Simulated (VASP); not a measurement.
# Co (P6_3/mmc) in VASP: further runs

The runs below take Co through single point, with PBE, PBEsol, revPBE, RPBE.

Everything below comes from runs of VASP 6.6.1. Logs are shortened: lines on timing, memory, paths and dates and some standing lists are left out, and cuts for length are marked.

**1. The cell of the first run**

It takes space group P6_3/mmc (No. 194, hexagonal). The conventional cell has a = 2.487 Å, b = 2.487 Å, c = 8.142 Å, α = 90.00°, β = 90.00°, γ = 120.00°. Within 3.3 Å of Co (site symmetry -6m2) lie 12 Co at 2.49 Å. Within 3.3 Å of Co (site symmetry -3m) lie 12 Co at 2.49 Å.

**2. Single point, PBE, collinear spin, ferromagnetic start**

INCAR reads:

```
  PREC = Accurate
  ENCUT = 520
  EDIFF = 1E-6
  ISMEAR = -1
  SIGMA = 0.05
  LREAL = F
  LASPH = T
  NELM = 150
  ALGO = Normal
  ISIF = 2
  LWAVE = F
  LCHARG = F
  ISPIN = 2
  MAGMOM = 2 2 2 2
  LORBIT = 11
  LMAXMIX = 4
  GGA = PE
  NBANDS = 30
```

KPOINTS reads:

```
regular mesh
0
Gamma
  12 12 4
```

POSCAR reads:

```
Co
1.0
    2.4869235940      0.0000000000      0.0000000000
   -1.2434617971      2.1537390097      0.0000000000
    0.0000000000      0.0000000000      8.1417998233
Co
4
Direct
    0.6666666667      0.3333333333      0.7500000000
    0.0000000000      0.0000000000      0.5000000000
    0.3333333333      0.6666666667      0.2500000000
    0.0000000000      0.0000000000      0.0000000000
```

Potentials or basis: VASP PAW PBE potentials, release 64 (Co).

Started as:

```bash
cat potpaw_PBE.64/Co/POTCAR > POTCAR
mpirun -np 1 vasp_std > vasp.out
```

OUTCAR:

```text
PREC = Accurate
   ENCUT = 520
   EDIFF = 1E-6
   ISMEAR = -1
   LREAL = F
   LASPH = T
   NELM = 150
   ISIF = 2
   ISPIN = 2
   LORBIT = 11
   GGA = PE

 ion  position               nearest neighbor table
   1  0.667  0.333  0.750-   2 2.49   4 2.49   2 2.49   4 2.49   2 2.49   4 2.49
   2  0.000  0.000  0.500-   1 2.49   3 2.49   1 2.49   3 2.49   1 2.49   3 2.49
   3  0.333  0.667  0.250-   2 2.49   4 2.49   2 2.49   4 2.49   2 2.49   4 2.49
   4  0.000  0.000  0.000-   1 2.49   3 2.49   1 2.49   3 2.49   1 2.49   3 2.49

  LATTYP: Found a hexagonal cell.
 ALAT       =     2.4869235940
 C/A-ratio  =     3.2738439745

  Lattice vectors:

 A1 = (   2.4869235940,   0.0000000000,   0.0000000000)
 A2 = (  -1.2434617971,   2.1537390097,   0.0000000000)
 A3 = (   0.0000000000,   0.0000000000,   8.1417998233)

Analysis of symmetry for initial positions (statically):
=====================================================================
 Subroutine PRICEL returns:
 Original cell was already a primitive cell.

 Routine SETGRP: Setting up the symmetry group for a
 hexagonal supercell.

 Subroutine GETGRP returns: Found 24 space group operations
 (whereof 12 operations were pure point group operations)
 out of a pool of 24 trial point group operations.

The static configuration has the point symmetry D_3d.
 The point group associated with its full space group is D_6h.

Analysis of symmetry for dynamics (positions and initial velocities):
=====================================================================
 Subroutine PRICEL returns:
 Original cell was already a primitive cell.

 Routine SETGRP: Setting up the symmetry group for a
 hexagonal supercell.

 Subroutine GETGRP returns: Found 24 space group operations
 (whereof 12 operations were pure point group operations)
 out of a pool of 24 trial point group operations.

The dynamic configuration has the point symmetry D_3d.
 The point group associated with its full space group is D_6h.

Analysis of structural, dynamic, and magnetic symmetry:
=====================================================================
 Subroutine PRICEL returns:
 Original cell was already a primitive cell.

 Routine SETGRP: Setting up the symmetry group for a
 hexagonal supercell.

 Subroutine GETGRP returns: Found 24 space group operations
 (whereof 12 operations were pure point group operations)
 out of a pool of 24 trial point group operations.

The overall configuration has the point symmetry D_3d.
 The point group associated with its full space group is D_6h.

 Subroutine INISYM returns: Found 24 space group operations
 (whereof 12 operations are pure point group operations),
 and found     1 'primitive' translations

----------------------------------------------------------------------------------------

                                     Primitive cell

  volume of cell :      43.6090

  direct lattice vectors                    reciprocal lattice vectors
     2.486923594  0.000000000  0.000000000     0.402103226  0.232154406  0.000000000
    -1.243461797  2.153739010  0.000000000     0.000000000  0.464308812  0.000000000
     0.000000000  0.000000000  8.141799823     0.000000000  0.000000000  0.122822966

  length of vectors
     2.486923594  2.486923594  8.141799823     0.464308812  0.464308812  0.122822966

  position of ions in fractional coordinates (direct lattice)
     0.666666667  0.333333333  0.750000000
     0.000000000  0.000000000  0.500000000
     0.333333333  0.666666667  0.250000000
     0.000000000  0.000000000  0.000000000

  ion indices of the primitive-cell ions
   primitive index   ion index
                 1           1
                 2           2
                 3           3
                 4           4

----------------------------------------------------------------------------------------

 KPOINTS: regular mesh

Automatic generation of k-mesh.
 Grid dimensions read from file:
 generate k-points for:   12   12    4

 Generating k-lattice:

  Cartesian coordinates                     Fractional coordinates (reciprocal lattice)
     0.033508602  0.019346200  0.000000000     0.083333333  0.000000000  0.000000000
     0.000000000  0.038692401  0.000000000     0.000000000  0.083333333  0.000000000
     0.000000000  0.000000000  0.030705741     0.000000000  0.000000000  0.250000000

  Length of vectors
     0.038692401  0.038692401  0.030705741

  Shift w.r.t. Gamma in fractional coordinates (k-lattice)
     0.000000000  0.000000000  0.000000000

 Subroutine IBZKPT returns following result:
 ===========================================

 Found     57 irreducible k-points:

 Following reciprocal coordinates:
            Coordinates               Weight
  0.000000  0.000000  0.000000      1.000000
  0.083333 -0.000000  0.000000      6.000000
  0.166667 -0.000000  0.000000      6.000000
  0.250000 -0.000000  0.000000      6.000000
  0.333333 -0.000000  0.000000      6.000000
  0.416667  0.000000  0.000000      6.000000
[... 16 lines left out ...]
  0.250000 -0.000000  0.250000     12.000000
  0.333333 -0.000000  0.250000     12.000000
 [... further k-points ...]
   k-points           NKPTS =     57   k-points in BZ     NKDIM =     57   number of bands    NBANDS=     30
   number of dos      NEDOS =    301   number of ions     NIONS =      4
   total plane-waves  NPLWV =  20736
   dimension x,y,z NGX =    18 NGY =   18 NGZ =   64
   dimension x,y,z NGXF=    36 NGYF=   36 NGZF=  128
   ions per type =               4
   NGX,Y,Z   is equivalent  to a cutoff of  12.03, 12.03, 13.07 a.u.
   NGXF,Y,Z  is equivalent  to a cutoff of  24.07, 24.07, 26.14 a.u.
 SYSTEM =  unknown system
   PREC   = accura    normal or accurate (medium, high low for compatibility)
   ISTART =      0    job   : 0-new  1-cont  2-samecut
   ICHARG =      2    charge: 1-file 2-atom 10-const
   ISPIN  =      2    spin polarized calculation?
   LNONCOLLINEAR =      F non collinear calculations
   LSORBIT =      F    spin-orbit coupling
   LASPH  =      T    aspherical Exc in radial PAW
   ENCUT  =  520.0 eV  38.22 Ry    6.18 a.u.   4.62  4.62 15.14*2*pi/ulx,y,z
   NELM   =    150;   NELMIN=  2; NELMDL= -5     # of ELM steps
   EDIFF  = 0.1E-05   stopping-criterion for ELM
   LREAL  =      F    real-space projection
   EDIFFG = 0.1E-04   stopping-criterion for IOM
   NSW    =      0    number of steps for IOM
   IBRION =     -1    ionic relax: 0-MD 1-quasi-New 2-CG
   NFREE  =      0    steps in history (QN), initial steepest desc. (CG)
   ISIF   =      2    stress and relaxation
   ISYM   =      2    0-nonsym 1-usesym 2-fastsym
   POTIM  = 0.5000    time-step for ionic-motion
   TEBEG  =    0.0;   TEEND  =   0.0 temperature during run
   PSTRESS=    0.0 pullay stress
   NELECT =      36.0000    total number of electrons
   NUPDOWN=      -1.0000    fix difference up-down
   EMIN   =  10.00;   EMAX   =-10.00  energy-range for DOS
   EFERMI =   0.00;   METHOD = LEGACY
   ISMEAR =    -1;   SIGMA  =   0.05  broadening in eV -4-tet -1-fermi 0-gaus
   EFERMI_NEDOS =   21; number of points for ismear=-14 and -15
   IALGO  =     38    algorithm
   IMIX   =      4    mixing-type and parameters
     AMIX     =   0.40;   BMIX     =  1.00
     AMIX_MAG =   1.60;   BMIX_MAG =  1.00
  volume/ion in A,a.u.               =      10.90        73.57
  Fermi-wavevector in a.u.,A,eV,Ry     =   1.535738  2.902123 32.089204  2.358490
  Thomas-Fermi vector in A             =   2.642484
   LORBIT       =     11    0 simple, 1 ext, 2 COOP (PROOUT), +10 PAW based schemes
   GGA     = PE    functional components
   LHFCALC =     F    Hartree Fock is set to
   AEXX    =    0.0000 exact exchange contribution
   IVDW    =     0    specifies the selected vdW correction
   LEPSILON=     F    determine dielectric tensor
   LRPA    =     F    only Hartree local field effects (RPA)
 spin polarized calculation
  energy-cutoff  :      520.00
  volume of cell :       43.61
 maximum number of plane-waves:      1194
   NGX =  9   NGY =  9   NGZ = 31

 number of electron      36.0000014 magnetization       6.6375293

 Free energy of the ion-electron system (eV)
  ---------------------------------------------------
  ext. energy  EPLUGINS =         0.00000000
  ---------------------------------------------------
  free energy    TOTEN  =       -28.12714936 eV

  energy without entropy =      -28.09322096  energy(sigma->0) =      -28.11018516

 E-fermi :  10.2491     XC(G=0): -13.3763

 val. band max:       10.2487047905   @ k =   0.3333   0.0833   0.2500
 cond. band min:      10.2500852875   @ k =   0.4167   0.0833   0.2500
 fundamental gap:      0.0013804970
 Fermi energy:        10.2490637068

 spin component 1

 k-point     1 :       0.0000    0.0000    0.0000
  band No.  band energies     occupation
      1       1.2976      1.00000
      2       3.4840      1.00000
      3       3.5113      1.00000
      4       5.0671      1.00000
      5       7.2116      1.00000
      6       7.2448      1.00000
[... 781 lines left out ...]
     29      24.7989      0.00000
     30      25.6453      0.00000

 [... further k-points ...]

 spin component 2

 k-point     1 :       0.0000    0.0000    0.0000
  band No.  band energies     occupation
      1       1.3135      1.00000
      2       3.5829      1.00000
      3       3.5867      1.00000
      4       6.0071      1.00000
      5       8.5705      1.00000
      6       8.6347      1.00000
[... 781 lines left out ...]
     29      25.1777      0.00000
     30      26.0528      0.00000

 [... further k-points ...]

------------------------ aborting loop because EDIFF is reached ----------------------------------------

  FORCE on cell =-STRESS in cart. coord.  units (eV):
  Direction    XX          YY          ZZ          XY          YZ          ZX
  --------------------------------------------------------------------------------------
  -------------------------------------------------------------------------------------
  Total        0.1933947      0.1933947     -0.7913171     -0.0000000      0.0000000      0.0000000
  in kB        7.1052464      7.1052464    -29.0726895     -0.0000000      0.0000000      0.0000000
  external PRESSURE =      -4.9540656 kB  Pullay stress =       0.0000000 kB

 VOLUME and BASIS-vectors are now :
 -----------------------------------------------------------------------------
  energy-cutoff  :      520.00
  volume of cell :       43.61
      direct lattice vectors                 reciprocal lattice vectors
     2.486923594  0.000000000  0.000000000     0.402103226  0.232154406  0.000000000
    -1.243461797  2.153739010  0.000000000     0.000000000  0.464308812  0.000000000
     0.000000000  0.000000000  8.141799823     0.000000000  0.000000000  0.122822966

 POSITION                                       TOTAL-FORCE (eV/Angst)
 -----------------------------------------------------------------------------------
      1.24346      0.71791      6.10635        -0.000000     -0.000000      0.000000
      0.00000      0.00000      4.07090        -0.000000      0.000000      0.000000
     -0.00000      1.43583      2.03545         0.000000      0.000000     -0.000000
      0.00000      0.00000      0.00000        -0.000000      0.000000      0.000000
 -----------------------------------------------------------------------------------
    total drift:                                0.000000     -0.000000      0.000000

  FREE ENERGIE OF THE ION-ELECTRON SYSTEM (eV)
  ---------------------------------------------------
  free  energy   TOTEN  =       -28.1271493572 eV

  energy  without entropy=      -28.0932209605  energy(sigma->0) =      -28.11018516

 total charge

# of ion       s       p       d       tot
------------------------------------------
    1        0.488   0.521   7.250   8.260
    2        0.489   0.518   7.258   8.265
    3        0.488   0.521   7.250   8.260
    4        0.489   0.518   7.258   8.265
--------------------------------------------------
tot          1.955   2.078  29.015  33.049

 magnetization (x)

# of ion       s       p       d       tot
------------------------------------------
    1       -0.012  -0.051   1.750   1.687
    2       -0.013  -0.048   1.729   1.668
    3       -0.012  -0.051   1.750   1.687
    4       -0.013  -0.048   1.729   1.668
--------------------------------------------------
tot         -0.050  -0.197   6.957   6.710
```

Run time: 2.9 min. Hardware: 1 thread of Intel Xeon Platinum 8259CL at 2.50GHz (Skylake/Cascade Lake), shared host; peak memory 0.23 GiB.

What came out:

| Quantity | Value |
| --- | --- |
| Free energy | -28.1271 eV |
| Pressure | -0.5 GPa |
| Net moment | 6.64 μB per cell |
| Site moments | Co +1.69, +1.67 (each value once) μB |
| Valence electrons inside the program's atomic spheres | Co 8.26, 8.27 (each value once) |

**3. Single point, PBEsol, collinear spin, ferromagnetic start (10.05 Å³/atom)**

This run uses another cell than the first one, of 10.05 Å³/atom.

INCAR reads:

```
SYSTEM = Co
ALGO = Normal
EDIFF = 1E-7
ENCUT = 520
GGA = PS
ISIF = 2
ISMEAR = -1
ISPIN = 2
LASPH = .TRUE.
LCHARG = .FALSE.
LMAXMIX = 4
LORBIT = 11
LREAL = .FALSE.
LWAVE = .FALSE.
MAGMOM = 2 2 2 2
NBANDS = 30
NELM = 150
PREC = Accurate
SIGMA = 0.05
```

KPOINTS reads:

```
k-points
0
G
  12 12 4
  0 0 0
```

POSCAR reads:

```
Co
1.0
    2.4201280013      0.0000000000      0.0000000000
   -1.2100640007      2.0958923296      0.0000000000
    0.0000000000      0.0000000000      7.9231214745
Co
4
Direct
    0.6666666667      0.3333333333      0.7500000000
    0.0000000000      0.0000000000      0.5000000000
    0.3333333333      0.6666666667      0.2500000000
    0.0000000000      0.0000000000      0.0000000000
```

Potentials or basis: VASP PAW PBE potentials, release 64 (Co).

Started as:

```bash
cat potpaw_PBE.64/Co/POTCAR > POTCAR
mpirun -np 1 vasp_std > vasp.out
```

It took 98 s on 1 thread of Intel Xeon Platinum 8488C (Sapphire Rapids), shared host; peak memory 0.22 GiB.

Results (log left out):

```yaml
Free_energy: -30.8853 eV
Pressure: 7.7 GPa
Net_moment: 6.20 μB per cell
Site_moments: Co +1.56, +1.54 (each value once) μB
Valence_electrons_inside_the_program's_atomic_spheres: Co 8.43, 8.44 (each value once)
```

Stress tensor (GPa, compression positive):
```
9.00 0.00 0.00
0.00 9.00 0.00
0.00 0.00 5.18
```

Levels at points of the mesh, in eV from the Fermi level:
Spin up:
```tsv
k point	band 18	band 19	band 20	band 21	band 22	band 23	band 24	band 25
(0.00, 0.00, 0.00)	-1.41	-1.41	-1.07	-1.07	-0.63	-0.63	-0.39	6.82
(0.50, 0.00, 0.00)	-0.37	-0.36	-0.34	0.25	1.41	2.76	3.39	7.62
(0.00, 0.00, 0.50)	-1.58	-1.58	-1.58	-0.82	-0.82	-0.82	-0.82	9.84
(0.50, 0.00, 0.50)	-0.51	-0.38	-0.38	1.41	1.41	3.04	3.04	7.93
```
Spin down:
| k point | band 12 | band 13 | band 14 | band 15 | band 16 | band 17 |
| --- | --- | --- | --- | --- | --- | --- |
| (0.00, 0.00, 0.00) | -0.98 | -0.98 | -0.93 | -0.93 | -0.34 | 0.00 |
| (0.50, 0.00, 0.00) | -0.15 | -0.13 | 0.56 | 1.26 | 1.27 | 1.29 |
| (0.00, 0.00, 0.50) | -1.21 | -1.08 | -1.08 | -1.08 | -1.08 | 0.20 |
| (0.50, 0.00, 0.50) | -0.94 | -0.27 | -0.27 | 0.85 | 0.85 | 1.28 |

Caveat: the cell stands under pressure; the PAW data sets were made with another functional, which shifts forces and pressure a little.

**4. Single point, PBEsol, collinear spin, ferromagnetic start (10.47 Å³/atom)**

This run uses another cell than the first one, of 10.47 Å³/atom.

INCAR reads:

```
PREC = Accurate
ENCUT = 520
EDIFF = 1E-6
ISMEAR = -1
SIGMA = 0.05
LREAL = False
LASPH = True
NELM = 150
ALGO = Normal
ISIF = 2
LWAVE = False
LCHARG = False
ISPIN = 2
MAGMOM = 2 2 2 2
LORBIT = 11
LMAXMIX = 4
GGA = PS
NBANDS = 30
```

KPOINTS reads:

```
Automatic mesh
0
Gamma
  12 12 4
```

POSCAR reads:

```
Co
1.0
    2.4539803297      0.0000000000      0.0000000000
   -1.2269901649      2.1252093060      0.0000000000
    0.0000000000      0.0000000000      8.0339487160
Co
4
Direct
    0.6666666667      0.3333333333      0.7500000000
    0.0000000000      0.0000000000      0.5000000000
    0.3333333333      0.6666666667      0.2500000000
    0.0000000000      0.0000000000      0.0000000000
```

Started as:

```bash
cat potpaw_PBE.64/Co/POTCAR > POTCAR
mpirun -np 1 vasp_std > vasp.out
```

It took 1.8 min on 1 thread of Intel Xeon Platinum 8488C (Sapphire Rapids), shared host; peak memory 0.22 GiB.

The run converged. Its results:

* Free energy: -30.9119 eV
* Pressure: -2.3 GPa
* Net moment: 6.45 μB per cell
* Site moments: Co +1.63, +1.61 (each value once) μB
* Valence electrons inside the program's atomic spheres: Co 8.34

Stress tensor (GPa, compression positive):
```
-1.00  0.00  0.00
 0.00 -1.00  0.00
 0.00  0.00 -4.94
```

Levels at points of the mesh, in eV from the Fermi level:
Spin up:
```tsv
k point	band 20	band 21	band 22	band 23	band 24	band 25
(0.00, 0.00, 0.00)	-1.13	-1.13	-0.73	-0.73	-0.37	6.42
(0.50, 0.00, 0.00)	-0.45	0.23	1.35	2.57	3.19	7.21
(0.00, 0.00, 0.50)	-1.61	-0.90	-0.90	-0.90	-0.90	9.42
(0.50, 0.00, 0.50)	-0.49	1.29	1.29	2.87	2.87	7.54
```
Spin down:
```tsv
k point	band 10	band 11	band 12	band 13	band 14	band 15	band 16	band 17	band 18	band 19
(0.00, 0.00, 0.00)	-1.18	-1.18	-0.89	-0.89	-0.84	-0.84	-0.32	0.04	0.04	0.40
(0.50, 0.00, 0.00)	-1.19	-0.85	-0.11	-0.08	0.54	1.23	1.24	1.25	1.29	1.35
(0.00, 0.00, 0.50)	-1.10	-1.10	-1.10	-0.98	-0.98	-0.98	-0.98	0.23	0.23	0.23
(0.50, 0.00, 0.50)	-0.89	-0.88	-0.88	-0.24	-0.24	0.83	0.83	1.25	1.25	1.36
```

Caveat: the PAW data sets were made with another functional, which shifts forces and pressure a little.

(Part 1 of 2 ends here.)
